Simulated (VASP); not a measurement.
Write the native input for VASP 6.6.1 that does the following.

```
Task                   : relaxation of cell and atoms
Functional             : PBE
Potentials or basis    : VASP PAW PBE potentials, release 64 (Si, C)
Cutoff                 : 600 eV
k mesh                 : 8 × 8 × 8
Occupations            : gaussian, width 0.1 eV
Spin                   : no spin polarisation
Dipole correction      : no
Further INCAR settings : ALGO = Normal; EDIFF = 1e-06; IBRION = 2; EDIFFG = -0.04; NSW = 90; ISIF = 3
```

The structure of Si2C lies in POSCAR:

```
Si2C
1.0
   -1.4733013000      1.4733013000      3.6459387700
    1.4733013000     -1.4733013000      3.6459387700
    1.4733013000      1.4733013000     -3.6459387700
Si C
2 1
Direct
    0.3798992300      0.3798992300      0.0000000000
    0.6201007700      0.6201007700      0.0000000000
    0.7500000000      0.2500000000      0.5000000000
```

The cell was built from a structure type or drawn by symmetry, and may not be a known phase.

The input as run:

INCAR

```
PREC     = Accurate       # precision mode
ENCUT    = 600            # plane-wave cutoff, eV
EDIFF    = 1E-6           # SCF threshold, eV
ISMEAR   = 0              # smearing method
SIGMA    = 0.1            # smearing width, eV
LREAL    = False          # projectors in reciprocal space
LASPH    = True           # aspherical terms in the spheres
NELM     = 60             # most SCF steps
ALGO     = Normal         # electronic algorithm
ISIF     = 3              # what is computed and relaxed
LWAVE    = False          # write WAVECAR
LCHARG   = False          # write CHGCAR
GGA      = PE             # functional
IBRION   = 2              # ionic algorithm
NSW      = 90             # ionic steps
EDIFFG   = -0.04          # ionic threshold
```

KPOINTS

```
Automatic mesh
0
Gamma
  8 8 8
```

Potentials or basis: VASP PAW PBE potentials, release 64 (Si, C).

Launch:

```console
$ cat potpaw_PBE.64/Si/POTCAR potpaw_PBE.64/C/POTCAR > POTCAR
$ mpirun -np 1 vasp_std > vasp.out
```

It gave:

```
Relaxed volume                        : 13.69 Å³/atom
Relaxed cell                          : a = 4.960 Å, b = 4.960 Å, c = 4.960 Å, α = 144.43°, β = 144.43°, γ = 51.19°
Space group after relaxing (to 0.1 Å) : I-4m2 (No. 119)
Energy gained by relaxing             : 1481.1 meV/atom
Ionic steps                           : 17
Pressure after relaxing               : 0.1 GPa
Largest force after relaxing          : 0.009 eV/Å
Band gap on the k mesh                : zero (bands 6 and 7 overlap by 2.90 eV)
```

Caveat: the volume moved by over 15 % at a fixed basis, so the end points are rough.

It took 6 min on 1 thread of Intel(R) Xeon(R) Platinum 8259CL CPU @ 2.50GHz (Skylake/Cascade Lake) (shared host), peak memory 0.22 GiB.
